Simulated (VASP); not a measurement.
# H2CO in VASP: notebook

H2CO is run at these levels: PBE+D3(BJ); tasks: single point.

Everything below comes from runs of VASP 6.6.1. Logs are shortened: lines on timing, memory, paths and dates and some standing lists are left out, and cuts for length are marked.

### 1 The cell of the first run

The cell holds a disordered packing, 40 atoms: a = 6.417 Å, b = 6.417 Å, c = 6.417 Å, α = 90.00°, β = 90.00°, γ = 90.00°.

### 2 Single point, PBE+D3(BJ)

File INCAR:

```
ALGO = Normal
EDIFF = 1E-7
ENCUT = 520
GGA = PE
ISIF = 2
ISMEAR = -1
IVDW = 12
LASPH = T
LCHARG = T
LELF = T
LREAL = Auto
LVHAR = T
LWAVE = F
NBANDS = 86
NELM = 80
PREC = Accurate
SIGMA = 0.05
```

File KPOINTS:

```
k-points
0
Gamma
  1 1 1
```

File POSCAR:

```
H2CO
1.0
    6.4170440000      0.0000000000      0.0000000000
    0.0000000000      6.4170440000      0.0000000000
    0.0000000000      0.0000000000      6.4170440000
O C H
10 10 20
Direct
    0.4332056941      0.9150007387      0.1867994048
    0.8132249054      0.8888983775      0.1915679556
    0.1780882288      0.5030509375      0.6891023343
    0.7305232752      0.6230438813      0.5638421678
    0.1554765715      0.7027846466      0.3448940042
    0.5510948655      0.0853819921      0.7181343933
    0.1743326055     -0.0260400272      0.8589157251
    0.9426770332      0.2201169261      0.5128841255
    0.2556161373      0.2579692457      0.1583906858
    0.8735330473      0.4864856778      0.9122892098
    0.5131490449      1.0682177027      0.1089442429
    0.7628434525      0.8154689293      0.0265542826
    0.1058275430      0.6793782308      0.6977667599
    0.6110445869      0.6900685113      0.4367275649
    0.1577517623      0.8174947842      0.1962585888
    0.6293084479      0.0844313986      0.5507520285
    0.1654967614      0.1471082324      0.7899119906
    1.0204231107      0.3654018891      0.4181520339
    0.2369938557      0.4281254733      0.0766240655
    0.7614721046      0.3504728969      0.8482410281
    0.5128685420      1.0856088878     -0.0564278506
    0.6091589835      1.1907819239      0.1933133075
    0.8645881188      0.8518252329     -0.1102844238
    0.6105770819      0.7504701542     -0.0072774941
    0.0593575484      0.7173396349      0.8573262081
    0.0747852126      0.7753414189      0.5600709610
    0.4940436749      0.8162948548      0.4678633963
    0.5892588550      0.6260203296      0.2776823721
    0.1366828714      0.9901755388      0.2004661336
    0.1413111707      0.7327828826      0.0546980822
    0.6014607349      0.2113434161      0.4323330181
    0.7411512217     -0.0419196128      0.5260210153
    0.0824990447      0.2750799278      0.8509525570
    0.2681141036      0.1787115688      0.6626883032
    0.9481156744      0.4618481656      0.2863935482
    1.1886937350      0.3758116666      0.4157365915
    0.3590905719      0.5170137527     -0.0124512159
    0.1018693342      0.5221251405      0.0866286720
    0.6508915943      0.3726326327      0.7259261429
    0.7563763004      0.1908511146      0.9207666334
```

Potentials or basis: VASP PAW PBE potentials, release 64 (O, C, H).

Command:

```sh
cat potpaw_PBE.64/O/POTCAR potpaw_PBE.64/C/POTCAR potpaw_PBE.64/H/POTCAR > POTCAR
mpirun -np 1 vasp_gam > vasp.out
```

OUTCAR:

```text
EDIFF = 1E-7
   ENCUT = 520
   GGA = PE
   ISIF = 2
   ISMEAR = -1
   IVDW = 12
   LASPH = T
   LREAL = Auto
   NELM = 80
   PREC = Accurate
 IVDW          = 12

 ion  position               nearest neighbor table
   1  0.433  0.915  0.187-  11 1.22  15 1.88
   2  0.813  0.889  0.192-  12 1.20
   3  0.178  0.503  0.689-  13 1.22
   4  0.731  0.623  0.564-  14 1.20
   5  0.155  0.703  0.345-  15 1.20
   6  0.551  0.085  0.718-  16 1.19
   7  0.174  0.974  0.859-  17 1.20
   8  0.943  0.220  0.513-  18 1.22
   9  0.256  0.258  0.158-  19 1.22
  10  0.874  0.486  0.912-  20 1.20
  11  0.513  0.068  0.109-  21 1.07  22 1.14   1 1.22
  12  0.763  0.815  0.027-  24 1.08  23 1.12   2 1.20
  13  0.106  0.679  0.698-  25 1.09  26 1.10   3 1.22
  14  0.611  0.690  0.437-  28 1.11  27 1.12   4 1.20
  15  0.158  0.817  0.196-  30 1.06  29 1.12   5 1.20   1 1.88
  16  0.629  0.084  0.551-  32 1.09  31 1.13   6 1.19
  17  0.165  0.147  0.790-  33 1.05  34 1.07   7 1.20
  18  0.020  0.365  0.418-  36 1.08  35 1.15   8 1.22
  19  0.237  0.428  0.077-  38 1.06  37 1.13   9 1.22
  20  0.761  0.350  0.848-  39 1.07  40 1.13  10 1.20
  21  0.513  0.086  0.944-  11 1.07
  22  0.609  0.191  0.193-  11 1.14
  23  0.865  0.852  0.890-  12 1.12
  24  0.611  0.750  0.993-  12 1.08
  25  0.059  0.717  0.857-  13 1.09
  26  0.075  0.775  0.560-  13 1.10
[... 12 lines left out ...]
  39  0.651  0.373  0.726-  20 1.07
  40  0.756  0.191  0.921-  20 1.13

  LATTYP: Found a simple cubic cell.
 ALAT       =     6.4170440000

  Lattice vectors:

 A1 = (   6.4170440000,   0.0000000000,   0.0000000000)
 A2 = (   0.0000000000,   6.4170440000,   0.0000000000)
 A3 = (   0.0000000000,   0.0000000000,   6.4170440000)

Analysis of symmetry for initial positions (statically):
=====================================================================
 Subroutine PRICEL returns:
 Original cell was already a primitive cell.

 Routine SETGRP: Setting up the symmetry group for a
 simple cubic supercell.

 Subroutine GETGRP returns: Found  1 space group operations
 (whereof  1 operations were pure point group operations)
 out of a pool of 48 trial point group operations.

The static configuration has the point symmetry C_1 .

Analysis of symmetry for dynamics (positions and initial velocities):
=====================================================================
 Subroutine PRICEL returns:
 Original cell was already a primitive cell.

 Routine SETGRP: Setting up the symmetry group for a
 simple cubic supercell.

 Subroutine GETGRP returns: Found  1 space group operations
 (whereof  1 operations were pure point group operations)
 out of a pool of 48 trial point group operations.

The dynamic configuration has the point symmetry C_1 .

 Subroutine INISYM returns: Found  1 space group operations
 (whereof  1 operations are pure point group operations),
 and found     1 'primitive' translations

----------------------------------------------------------------------------------------

                                     Primitive cell

  volume of cell :     264.2439

  direct lattice vectors                    reciprocal lattice vectors
     6.417044000  0.000000000  0.000000000     0.155834992  0.000000000  0.000000000
     0.000000000  6.417044000  0.000000000     0.000000000  0.155834992  0.000000000
     0.000000000  0.000000000  6.417044000     0.000000000  0.000000000  0.155834992

  length of vectors
     6.417044000  6.417044000  6.417044000     0.155834992  0.155834992  0.155834992

  position of ions in fractional coordinates (direct lattice)
     0.433205694  0.915000739  0.186799405
     0.813224905  0.888898377  0.191567956
     0.178088229  0.503050937  0.689102334
     0.730523275  0.623043881  0.563842168
     0.155476572  0.702784647  0.344894004
     0.551094865  0.085381992  0.718134393
[... 32 lines left out ...]
     0.650891594  0.372632633  0.725926143
     0.756376300  0.190851115  0.920766633

  ion indices of the primitive-cell ions
   primitive index   ion index
                 1           1
                 2           2
                 3           3
                 4           4
                 5           5
                 6           6
[... 32 lines left out ...]
                39          39
                40          40

----------------------------------------------------------------------------------------

 KPOINTS: k-points

Automatic generation of k-mesh.
 Grid dimensions read from file:
 generate k-points for:    1    1    1

 Generating k-lattice:

  Cartesian coordinates                     Fractional coordinates (reciprocal lattice)
     0.155834992  0.000000000  0.000000000     1.000000000  0.000000000  0.000000000
     0.000000000  0.155834992  0.000000000     0.000000000  1.000000000  0.000000000
     0.000000000  0.000000000  0.155834992     0.000000000  0.000000000  1.000000000

  Length of vectors
     0.155834992  0.155834992  0.155834992

  Shift w.r.t. Gamma in fractional coordinates (k-lattice)
     0.000000000  0.000000000  0.000000000

 Subroutine IBZKPT returns following result:
 ===========================================

 Found      1 irreducible k-points:

 Following reciprocal coordinates:
            Coordinates               Weight
  0.000000  0.000000  0.000000      1.000000
   k-points           NKPTS =      1   k-points in BZ     NKDIM =      1   number of bands    NBANDS=     86
   number of dos      NEDOS =    301   number of ions     NIONS =     40
   total plane-waves  NPLWV = 110592
   dimension x,y,z NGX =    48 NGY =   48 NGZ =   48
   dimension x,y,z NGXF=    96 NGYF=   96 NGZF=   96
   ions per type =              10  10  20
   NGX,Y,Z   is equivalent  to a cutoff of  12.44, 12.44, 12.44 a.u.
   NGXF,Y,Z  is equivalent  to a cutoff of  24.87, 24.87, 24.87 a.u.
 SYSTEM =  unknown system
   PREC   = accura    normal or accurate (medium, high low for compatibility)
   ISTART =      0    job   : 0-new  1-cont  2-samecut
   ICHARG =      2    charge: 1-file 2-atom 10-const
   ISPIN  =      1    spin polarized calculation?
   LNONCOLLINEAR =      F non collinear calculations
   LSORBIT =      F    spin-orbit coupling
   LASPH  =      T    aspherical Exc in radial PAW
   ENCUT  =  520.0 eV  38.22 Ry    6.18 a.u.  11.93 11.93 11.93*2*pi/ulx,y,z
   NELM   =     80;   NELMIN=  2; NELMDL= -5     # of ELM steps
   EDIFF  = 0.1E-06   stopping-criterion for ELM
   LREAL  =      T    real-space projection
   EDIFFG = 0.1E-05   stopping-criterion for IOM
   NSW    =      0    number of steps for IOM
   IBRION =     -1    ionic relax: 0-MD 1-quasi-New 2-CG
   NFREE  =      0    steps in history (QN), initial steepest desc. (CG)
   ISIF   =      2    stress and relaxation
   ISYM   =      2    0-nonsym 1-usesym 2-fastsym
   POTIM  = 0.5000    time-step for ionic-motion
   TEBEG  =    0.0;   TEEND  =   0.0 temperature during run
   PSTRESS=    0.0 pullay stress
   NELECT =     120.0000    total number of electrons
   NUPDOWN=      -1.0000    fix difference up-down
   EMIN   =  10.00;   EMAX   =-10.00  energy-range for DOS
   EFERMI =   0.00;   METHOD = LEGACY
   ISMEAR =    -1;   SIGMA  =   0.05  broadening in eV -4-tet -1-fermi 0-gaus
   EFERMI_NEDOS =   21; number of points for ismear=-14 and -15
   IALGO  =     38    algorithm
   IMIX   =      4    mixing-type and parameters
     AMIX     =   0.40;   BMIX     =  1.00
     AMIX_MAG =   1.60;   BMIX_MAG =  1.00
  volume/ion in A,a.u.               =       6.61        44.58
  Fermi-wavevector in a.u.,A,eV,Ry     =   1.258346  2.377930 21.543952  1.583436
  Thomas-Fermi vector in A             =   2.391961
   LORBIT       =      0    0 simple, 1 ext, 2 COOP (PROOUT), +10 PAW based schemes
   GGA     = PE    functional components
   LHFCALC =     F    Hartree Fock is set to
   AEXX    =    0.0000 exact exchange contribution
   IVDW    =    12    specifies the selected vdW correction
   LEPSILON=     F    determine dielectric tensor
   LRPA    =     F    only Hartree local field effects (RPA)
 non-spin polarized calculation
  energy-cutoff  :      520.00
  volume of cell :      264.24
 maximum number of plane-waves:      3562
 NGX is ok and might be reduce to    48
   NGX = 23   NGY = 23   NGZ = 23

 number of electron     119.9999998 magnetization

 Free energy of the ion-electron system (eV)
  ---------------------------------------------------
  ext. energy  EPLUGINS =         0.00000000
  ---------------------------------------------------
  free energy    TOTEN  =      -209.22412266 eV

  energy without entropy =     -209.22412244  energy(sigma->0) =     -209.22412255

 E-fermi :   2.6739     XC(G=0):  -9.6569

 val. band max:        1.8448421029   @ k =   0.0000   0.0000   0.0000
 cond. band min:       3.5029366940   @ k =   0.0000   0.0000   0.0000
 fundamental gap:      1.6580945911
 Fermi energy:         2.6739084298

 k-point     1 :       0.0000    0.0000    0.0000
  band No.  band energies     occupation
      1     -21.1963      2.00000
      2     -20.7977      2.00000
      3     -20.7112      2.00000
      4     -20.5780      2.00000
      5     -20.0649      2.00000
      6     -20.0079      2.00000
[... 64 lines left out ...]
     71       7.2782      0.00000
     72       8.1984      0.00000
 [bands above 72 left out]

------------------------ aborting loop because EDIFF is reached ----------------------------------------

 Edisp (eV)   -3.54495

 E8    (eV) :    -0.8449

  FORCE on cell =-STRESS in cart. coord.  units (eV):
  Direction    XX          YY          ZZ          XY          YZ          ZX
  --------------------------------------------------------------------------------------
  -------------------------------------------------------------------------------------
  Total      38.90879    43.03473    54.24736     3.08279    -0.06874    -3.42632
  in kB     235.91374   260.93037   328.91537    18.69172    -0.41676   -20.77466
  external pressure =      275.25 kB  Pullay stress =        0.00 kB

 VOLUME and BASIS-vectors are now :
 -----------------------------------------------------------------------------
  energy-cutoff  :      520.00
  volume of cell :      264.24
      direct lattice vectors                 reciprocal lattice vectors
     6.417044000  0.000000000  0.000000000     0.155834992  0.000000000  0.000000000
     0.000000000  6.417044000  0.000000000     0.000000000  0.155834992  0.000000000
     0.000000000  0.000000000  6.417044000     0.000000000  0.000000000  0.155834992

 POSITION                                       TOTAL-FORCE (eV/Angst)
 -----------------------------------------------------------------------------------
      2.77990      5.87160      1.19870         0.283813     -0.333931      1.126591
      5.21850      5.70410      1.22930         0.890361      0.274281      1.993653
      1.14280      3.22810      4.42200         1.970839      0.818406     -0.417490
      4.68780      3.99810      3.61820         0.897044     -0.164492      0.477338
      0.99770      4.50980      2.21320         1.265065     -1.216790      0.689847
      3.53640      0.54790      4.60830        -2.122650     -0.683519      1.283674
[... 32 lines left out ...]
      4.17680      2.39120      4.65830        -0.540353      0.792879     -0.330390
      4.85370      1.22470      5.90860         0.836884      1.010464     -0.421873
 -----------------------------------------------------------------------------------
    total drift:                               -0.008358      0.019496      0.013929

  FREE ENERGIE OF THE ION-ELECTRON SYSTEM (eV)
  ---------------------------------------------------
  free  energy   TOTEN  =      -212.7690770320 eV

  energy  without entropy=     -212.7690768106  energy(sigma->0) =     -212.76907692
```

Wall time 65 s (1 thread of AMD EPYC 7R13, shared host); peak memory 0.28 GiB.

Results:

| Property | Result |
| --- | --- |
| Free energy | -212.7691 eV |
| Pressure | 27.5 GPa |
| Largest force | 3.891 eV/Å |
| Band gap on the k mesh | 1.66 eV |
| Dispersion energy per atom | -0.089 eV |

Forces in eV/Å, atoms in the order of the input:
```
O    0.284 -0.334  1.127
O    0.890  0.274  1.994
O    1.971  0.818 -0.417
O    0.897 -0.164  0.477
O    1.265 -1.217  0.690
O   -2.123 -0.684  1.284
O   -0.237 -0.599  0.820
O   -0.890 -0.338  0.833
O    0.205 -0.534  0.168
O   -1.261  0.070  1.232
C   -0.209  2.250  0.884
C    0.540  0.461 -3.752
C   -0.938  0.235  2.390
C   -2.130  0.058 -0.511
C   -0.940  2.932  0.023
C    2.058 -0.494 -3.265
C    0.971 -0.068 -2.429
C    0.637 -0.790 -2.072
C    1.796  1.778 -0.886
C   -0.134 -0.960  1.488
H   -0.068  0.023 -0.177
H   -0.463 -0.693  0.059
H   -0.686 -0.293  0.350
H   -0.132 -0.854  0.028
H    0.007  0.166 -0.578
H   -0.044  0.091  0.653
H    0.381 -1.042  0.184
H    0.056 -0.540  0.126
H   -0.356 -1.136  0.071
H    0.269  0.746 -1.647
H   -0.191 -0.720  0.363
H   -0.038  0.843 -0.805
H   -0.806  0.294  0.408
H    0.173  0.656 -0.696
H   -0.404 -0.873  1.418
H   -0.301  0.256  0.311
H    0.376 -0.713  0.438
H   -0.722 -0.710  0.171
H   -0.540  0.793 -0.330
H    0.837  1.010 -0.422
```

Levels at points of the mesh, in eV from the valence-band top:
| k point | band 57 | band 58 | band 59 | band 60 | band 61 | band 62 | band 63 | band 64 |
| --- | --- | --- | --- | --- | --- | --- | --- | --- |
| (0.00, 0.00, 0.00) | -0.93 | -0.76 | -0.53 | 0.00 | 1.66 | 2.42 | 2.53 | 2.72 |

Caveat: the k points lie up to 0.98 Å⁻¹ apart, too coarse for converged energies, forces and pressures; the atoms stand as in a frame of molecular dynamics.

(Continued in part 2 of 2.)
